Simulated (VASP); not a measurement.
Write the native input for VASP 6.6.1 that does the following.

```yaml
Task: single point
Functional: PBE
Potentials_or_basis: VASP PAW PBE potentials, release 64 (Be)
Cutoff: 520 eV
k_mesh: 20 × 20 × 11
Occupations: fermi-dirac, width 0.05 eV
Spin: no spin polarisation
Dipole_correction: no
Further_INCAR_settings: ALGO = Normal; EDIFF = 1e-06; NBANDS = 9
```

The structure of Be lies in POSCAR:

```
Be
1.0
    2.2684238240      0.0000000000      0.0000000000
   -1.1342119121      1.9645126582      0.0000000000
    0.0000000000      0.0000000000      3.5522332234
Be
2
Direct
    0.3333333333      0.6666666667      0.2500000000
    0.6666666667      0.3333333333      0.7500000000
```

These files were run (other wordings do the same):

INCAR

```
SYSTEM = Be
PREC = Accurate ; ENCUT = 520
EDIFF = 1E-6 ; ISMEAR = -1
SIGMA = 0.05 ; LREAL = .False.
LASPH = .True. ; NELM = 100
ALGO = Normal ; ISIF = 2
LWAVE = .False. ; LCHARG = .False.
GGA = PE ; NBANDS = 9
```

KPOINTS

```
regular mesh
0
Gamma
  20 20 11
  0 0 0
```

Potentials or basis: VASP PAW PBE potentials, release 64 (Be).

The run is started by

```bash
$ cat potpaw_PBE.64/Be/POTCAR > POTCAR
$ mpirun -np 1 vasp_std > vasp.out
```

It gave:

| Item | Value |
| --- | --- |
| Pressure | 0.1 GPa |
| Band gap on the k mesh | zero (bands 2 and 3 overlap by 1.43 eV) |

Wall time 10 s on 1 thread of Intel(R) Xeon(R) 6975P-C (Granite Rapids), on a shared host, peak memory 0.14 GiB.
